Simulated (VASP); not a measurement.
# Si2W in VASP: a series of runs

The runs below take Si2W through relaxation of cell and atoms, single point, with PBE.

All numbers are computed with VASP 6.6.1; they aren't measurements. Logs are shortened: lines on timing, memory, paths and dates and some standing lists are left out, and cuts for length are marked.

## (1) The cell of the first run

The structure is trigonal, space group P-3m1 (No. 164). Conventional cell: a = 3.330 Å, b = 3.330 Å, c = 5.873 Å, α = 90.00°, β = 90.00°, γ = 120.00°. Within 3.5 Å of Si (site symmetry 3m) lie 9 Si at 2.66 to 3.33 Å and 3 W at 2.79 Å. W (site symmetry -3m) has 6 Si at 2.79 Å and 6 W at 3.33 Å within 3.7 Å.

The cell was generated, and may not be a known phase.

## (2) Relaxation of cell and atoms, PBE

The input, INCAR:

```
SYSTEM = Si2W
PREC = Accurate ; ENCUT = 600
EDIFF = 1E-6 ; ISMEAR = 0
SIGMA = 0.1 ; LREAL = .FALSE.
LASPH = .TRUE. ; NELM = 60
ALGO = Normal ; ISIF = 3
LWAVE = .FALSE. ; LCHARG = .FALSE.
GGA = PE ; IBRION = 2
NSW = 90 ; EDIFFG = -0.04
```

The input, KPOINTS:

```
regular mesh
0
G
  6 6 4
  0 0 0
```

The input, POSCAR:

```
Si2W
1.0
    3.3297650000      0.0000000000      0.0000000000
   -1.6648825000      2.8836610800      0.0000000000
    0.0000000000      0.0000000000      5.8730995700
Si W
2 1
Direct
    0.6666666700      0.3333333300      0.6559117700
    0.3333333300      0.6666666700      0.3440882300
    0.0000000000      0.0000000000      0.0000000000
```

Potentials or basis: VASP PAW PBE potentials, release 64 (Si, W_sv).

Started as:

```console
> cat potpaw_PBE.64/Si/POTCAR potpaw_PBE.64/W_sv/POTCAR > POTCAR
> mpirun -np 1 vasp_std > vasp.out
```

OUTCAR:

```text
SYSTEM = Si2W
   PREC = Accurate
   ENCUT = 600
   EDIFF = 1E-6
   ISMEAR = 0
   LREAL = .FALSE.
   LASPH = .TRUE.
   NELM = 60
   ISIF = 3
   GGA = PE
   IBRION = 2
   NSW = 90
   EDIFFG = -0.04

 ion  position               nearest neighbor table
   1  0.667  0.333  0.656-   2 2.66   2 2.66   2 2.66   3 2.79   3 2.79   3 2.79
   2  0.333  0.667  0.344-   1 2.66   1 2.66   1 2.66   3 2.79   3 2.79   3 2.79
   3  0.000  0.000  0.000-   1 2.79   2 2.79   1 2.79   2 2.79   1 2.79   2 2.79

  LATTYP: Found a hexagonal cell.
 ALAT       =     3.3297650000
 C/A-ratio  =     1.7638180382

  Lattice vectors:

 A1 = (   3.3297650000,   0.0000000000,   0.0000000000)
 A2 = (  -1.6648825000,   2.8836610800,   0.0000000000)
 A3 = (   0.0000000000,   0.0000000000,   5.8730995700)

Analysis of symmetry for initial positions (statically):
=====================================================================
 Subroutine PRICEL returns:
 Original cell was already a primitive cell.

 Routine SETGRP: Setting up the symmetry group for a
 hexagonal supercell.

 Subroutine GETGRP returns: Found 12 space group operations
 (whereof 12 operations were pure point group operations)
 out of a pool of 24 trial point group operations.

The static configuration has the point symmetry D_3d.

Analysis of symmetry for dynamics (positions and initial velocities):
=====================================================================
 Subroutine PRICEL returns:
 Original cell was already a primitive cell.

 Routine SETGRP: Setting up the symmetry group for a
 hexagonal supercell.

 Subroutine GETGRP returns: Found 12 space group operations
 (whereof 12 operations were pure point group operations)
 out of a pool of 24 trial point group operations.

The dynamic configuration has the point symmetry D_3d.

 Subroutine INISYM returns: Found 12 space group operations
 (whereof 12 operations are pure point group operations),
 and found     1 'primitive' translations

----------------------------------------------------------------------------------------

                                     Primitive cell

  volume of cell :      56.3930

  direct lattice vectors                    reciprocal lattice vectors
     3.329765000  0.000000000  0.000000000     0.300321494  0.173390695  0.000000000
    -1.664882500  2.883661080  0.000000000     0.000000000  0.346781391  0.000000000
     0.000000000  0.000000000  5.873099570     0.000000000  0.000000000  0.170267844

  length of vectors
     3.329765000  3.329765001  5.873099570     0.346781391  0.346781391  0.170267844

  position of ions in fractional coordinates (direct lattice)
     0.666666670  0.333333330  0.655911770
     0.333333330  0.666666670  0.344088230
     0.000000000  0.000000000  0.000000000

  ion indices of the primitive-cell ions
   primitive index   ion index
                 1           1
                 2           2
                 3           3

----------------------------------------------------------------------------------------

 KPOINTS: regular mesh

Automatic generation of k-mesh.
 Grid dimensions read from file:
 generate k-points for:    6    6    4

 Generating k-lattice:

  Cartesian coordinates                     Fractional coordinates (reciprocal lattice)
     0.050053582  0.028898449  0.000000000     0.166666667  0.000000000  0.000000000
     0.000000000  0.057796898  0.000000000     0.000000000  0.166666667  0.000000000
     0.000000000  0.000000000  0.042566961     0.000000000  0.000000000  0.250000000

  Length of vectors
     0.057796898  0.057796898  0.042566961

  Shift w.r.t. Gamma in fractional coordinates (k-lattice)
     0.000000000  0.000000000  0.000000000

 Subroutine IBZKPT returns following result:
 ===========================================

 Found     24 irreducible k-points:

 Following reciprocal coordinates:
            Coordinates               Weight
  0.000000  0.000000  0.000000      1.000000
  0.166667  0.000000  0.000000      6.000000
  0.333333 -0.000000  0.000000      6.000000
  0.500000  0.000000  0.000000      3.000000
  0.166667  0.166667  0.000000      6.000000
  0.333333  0.166667  0.000000     12.000000
[... 16 lines left out ...]
  0.333333  0.166667  0.500000     12.000000
  0.333333  0.333333  0.500000      2.000000
   k-points           NKPTS =     24   k-points in BZ     NKDIM =     24   number of bands    NBANDS=     15
   number of dos      NEDOS =    301   number of ions     NIONS =      3
   total plane-waves  NPLWV =  37632
   dimension x,y,z NGX =    28 NGY =   28 NGZ =   48
   dimension x,y,z NGXF=    56 NGYF=   56 NGZF=   96
   ions per type =               2   1
   NGX,Y,Z   is equivalent  to a cutoff of  13.98, 13.98, 13.59 a.u.
   NGXF,Y,Z  is equivalent  to a cutoff of  27.96, 27.96, 27.17 a.u.
 SYSTEM =  Si2W
   PREC   = accura    normal or accurate (medium, high low for compatibility)
   ISTART =      0    job   : 0-new  1-cont  2-samecut
   ICHARG =      2    charge: 1-file 2-atom 10-const
   ISPIN  =      1    spin polarized calculation?
   LNONCOLLINEAR =      F non collinear calculations
   LSORBIT =      F    spin-orbit coupling
   LASPH  =      T    aspherical Exc in radial PAW
   ENCUT  =  600.0 eV  44.10 Ry    6.64 a.u.   6.65  6.65 11.73*2*pi/ulx,y,z
   NELM   =     60;   NELMIN=  2; NELMDL= -5     # of ELM steps
   EDIFF  = 0.1E-05   stopping-criterion for ELM
   LREAL  =      F    real-space projection
   EDIFFG = -.4E-01   stopping-criterion for IOM
   NSW    =     90    number of steps for IOM
   IBRION =      2    ionic relax: 0-MD 1-quasi-New 2-CG
   NFREE  =      1    steps in history (QN), initial steepest desc. (CG)
   ISIF   =      3    stress and relaxation
   ISYM   =      2    0-nonsym 1-usesym 2-fastsym
   POTIM  = 0.5000    time-step for ionic-motion
   TEBEG  =    0.0;   TEEND  =   0.0 temperature during run
   PSTRESS=    0.0 pullay stress
   NELECT =      22.0000    total number of electrons
   NUPDOWN=      -1.0000    fix difference up-down
   EMIN   =  10.00;   EMAX   =-10.00  energy-range for DOS
   EFERMI =   0.00;   METHOD = LEGACY
   ISMEAR =     0;   SIGMA  =   0.10  broadening in eV -4-tet -1-fermi 0-gaus
   EFERMI_NEDOS =   21; number of points for ismear=-14 and -15
   IALGO  =     38    algorithm
   IMIX   =      4    mixing-type and parameters
     AMIX     =   0.40;   BMIX     =  1.00
     AMIX_MAG =   1.60;   BMIX_MAG =  1.00
  volume/ion in A,a.u.               =      18.80       126.85
  Fermi-wavevector in a.u.,A,eV,Ry     =   1.196210  2.260509 19.468818  1.430918
  Thomas-Fermi vector in A             =   2.332156
   LORBIT       =      0    0 simple, 1 ext, 2 COOP (PROOUT), +10 PAW based schemes
   GGA     = PE    functional components
   LHFCALC =     F    Hartree Fock is set to
   AEXX    =    0.0000 exact exchange contribution
   IVDW    =     0    specifies the selected vdW correction
   LEPSILON=     F    determine dielectric tensor
   LRPA    =     F    only Hartree local field effects (RPA)
 conjugate gradient relaxation of ions
 non-spin polarized calculation
 Gauss-broadening in eV      SIGMA  =   0.10
  energy-cutoff  :      600.00
  volume of cell :       56.39
 maximum number of plane-waves:      1943
 NGX is ok and might be reduce to    28
   NGX = 13   NGY = 13   NGZ = 23

--------------------------------------- Ionic step        1  -------------------------------------------

 number of electron      22.0000001 magnetization

 Free energy of the ion-electron system (eV)
  ---------------------------------------------------
  ext. energy  EPLUGINS =         0.00000000
  ---------------------------------------------------
  free energy    TOTEN  =       -21.99863405 eV

  energy without entropy =      -21.98635530  energy(sigma->0) =      -21.99249468

------------------------ aborting loop because EDIFF is reached ----------------------------------------

  FORCE on cell =-STRESS in cart. coord.  units (eV):
  Direction    XX          YY          ZZ          XY          YZ          ZX
  --------------------------------------------------------------------------------------
  -------------------------------------------------------------------------------------
  Total       -9.4913718     -9.4913718     -7.7578432      0.0000000      0.0000000      0.0000000
  in kB     -269.6586800   -269.6586802   -220.4075255      0.0000000      0.0000000      0.0000000
  external PRESSURE =    -253.2416286 kB  Pullay stress =       0.0000000 kB
[... 92 lines left out ...]
  FREE ENERGIE OF THE ION-ELECTRON SYSTEM (eV)
  ---------------------------------------------------
  free  energy   TOTEN  =       -23.2109819832 eV

  energy  without entropy=      -23.1977759010  energy(sigma->0) =      -23.20437894

 E-fermi :   9.9883     XC(G=0): -11.9805

 val. band max:        9.9785554360   @ k =   0.5000   0.0000   0.0000
 cond. band min:       9.9919185977   @ k =   0.1667   0.0000   0.5000
 fundamental gap:      0.0133631617
 Fermi energy:         9.9882638553

 k-point     1 :       0.0000    0.0000    0.0000
  band No.  band energies     occupation
      1     -63.7201      2.00000
      2     -28.0046      2.00000
      3     -27.6630      2.00000
      4     -27.6630      2.00000
      5      -2.9330      2.00000
      6       1.6877      2.00000
      7       2.6002      2.00000
      8       7.9628      2.00000
      9       9.2600      2.00000
     10       9.2600      2.00000
     11      11.4568      0.00000
     12      11.4568      0.00000
     13      14.3353      0.00000
     14      16.5542      0.00000
[... 401 lines left out ...]
      2     -28.0829      2.00000
      3     -28.0829      2.00000
      4     -27.8948      2.00000
      5       3.3206      2.00000
      6       3.3206      2.00000
      7       5.9473      2.00000
      8       6.0372      2.00000
      9       6.0372      2.00000
     10       6.5296      2.00000
     11       8.4883      2.00000
     12       8.4883      2.00000
     13      11.6007      0.00000
     14      11.6007      0.00000
     15      14.0177      0.00000

[... ionic steps 4 to 9 ...]

--------------------------------------- Ionic step       10  -------------------------------------------

 number of electron      22.0000000 magnetization

------------------------ aborting loop because EDIFF is reached ----------------------------------------
[... 69 lines left out ...]
--------------------------------------- Ionic step       12  -------------------------------------------

 number of electron      22.0000000 magnetization

 Free energy of the ion-electron system (eV)
  ---------------------------------------------------
  ext. energy  EPLUGINS =         0.00000000
  ---------------------------------------------------
  free energy    TOTEN  =       -23.44633415 eV

  energy without entropy =      -23.43186599  energy(sigma->0) =      -23.43910007

 E-fermi :  10.2543     XC(G=0): -12.0822

 val. band max:       10.2399052485   @ k =   0.1667   0.0000   0.0000
 cond. band min:      10.2552831490   @ k =   0.1667   0.0000   0.5000
 fundamental gap:      0.0153779006
 Fermi energy:        10.2543207231

 k-point     1 :       0.0000    0.0000    0.0000
  band No.  band energies     occupation
      1     -63.3763      2.00000
      2     -27.6866      2.00000
      3     -27.3154      2.00000
      4     -27.3154      2.00000
      5      -2.8087      2.00000
      6       1.9294      2.00000
      7       2.7874      2.00000
      8       8.2262      2.00000
      9       9.5079      2.00000
     10       9.5079      2.00000
     11      11.7595      0.00000
     12      11.7595      0.00000
     13      14.7040      0.00000
     14      16.9687      0.00000
[... 443 lines left out ...]
  FREE ENERGIE OF THE ION-ELECTRON SYSTEM (eV)
  ---------------------------------------------------
  free  energy   TOTEN  =       -23.4463341497 eV

  energy  without entropy=      -23.4318659922  energy(sigma->0) =      -23.43910007

 reached required accuracy - stopping structural energy minimisation
```

Run time: 93 s. Hardware: 1 thread of Intel Xeon 6975P-C (Granite Rapids), shared host; peak memory 0.21 GiB.

Results:

| Quantity | Value |
| --- | --- |
| Free energy | -23.4463 eV |
| Relaxed volume | 14.75 Å³/atom |
| Relaxed cell | a = 2.957 Å, b = 2.957 Å, c = 5.847 Å, α = 90.00°, β = 90.00°, γ = 120.00° |
| Space group after relaxing (to 0.1 Å) | P-3m1 (No. 164) |
| Energy gained by relaxing | 482.6 meV/atom |
| Ionic steps | 12 |
| Pressure after relaxing | 0.1 GPa |
| Largest force after relaxing | 0.020 eV/Å |
| Band gap on the k mesh | zero (bands 11 and 12 overlap by 3.16 eV) |

Forces on the atoms (eV/Å):
```
Si   0.000  0.000  0.020
Si   0.000  0.000 -0.020
W    0.000  0.000  0.000
```

Step by step:
| step | energy change (eV) | largest force (eV/Å) | pressure (GPa) | volume (Å³) |
| --- | --- | --- | --- | --- |
| 1 | 0.0000 | 1.3547 | -25.32 | 56.39 |
| 2 | 0.4881 | 1.3631 | 73.65 | 35.44 |
| 3 | -1.2123 | 0.6698 | -0.67 | 45.10 |
| 4 | -1.2156 | 0.6272 | 0.86 | 44.73 |
| 5 | -1.2158 | 0.6024 | 1.79 | 44.51 |
| 6 | -1.4287 | 0.1184 | 2.33 | 43.86 |
| 7 | -1.4418 | 0.0417 | 2.84 | 43.66 |
| 8 | -1.4418 | 0.0642 | 2.92 | 43.63 |
| 9 | -1.4329 | 0.2052 | -4.26 | 45.26 |
| 10 | -1.4476 | 0.0434 | 0.03 | 44.25 |
| 11 | -1.4476 | 0.0412 | 0.06 | 44.24 |
| 12 | -1.4477 | 0.0199 | 0.06 | 44.26 |

Final structure:
```xyz
3
Lattice="2.9566 0.0000 0.0000 -1.4783 2.5605 0.0000 0.0000 0.0000 5.8466" Properties=species:S:1:pos:R:3 pbc="T T T"
Si    1.4783    0.8535    3.9086
Si    0.0000    1.7070    1.9380
W    -1.4783    2.5605    5.8466
```

Levels at points of the mesh, in eV from the Fermi level:
```csv
k point,band 7,band 8,band 9,band 10,band 11,band 12,band 13,band 14,band 15
"(0.00, 0.00, 0.00)",-7.47,-2.03,-0.75,-0.75,1.51,1.51,4.45,6.71,6.71
"(0.50, 0.00, 0.00)",-6.31,-3.98,-2.89,-0.96,-0.28,0.03,2.16,3.46,4.35
"(0.00, 0.00, 0.50)",-4.47,-2.94,-0.73,-0.73,1.44,1.44,3.77,6.01,6.01
"(0.50, 0.00, 0.50)",-6.05,-4.54,-3.26,-2.64,-0.61,2.91,4.11,4.35,4.57
```

Caveat: the k points lie up to 0.41 Å⁻¹ apart in the final cell, too coarse for converged energies and pressures of a metal; the volume moved by over 15 % at a fixed basis, so the end points are rough; spin-orbit coupling is left out, which moves the levels of the heavy elements.

(Continued in part 2 of 2.)

The gap in the log of VASP goes by the Fermi energy; the results here count the filled bands.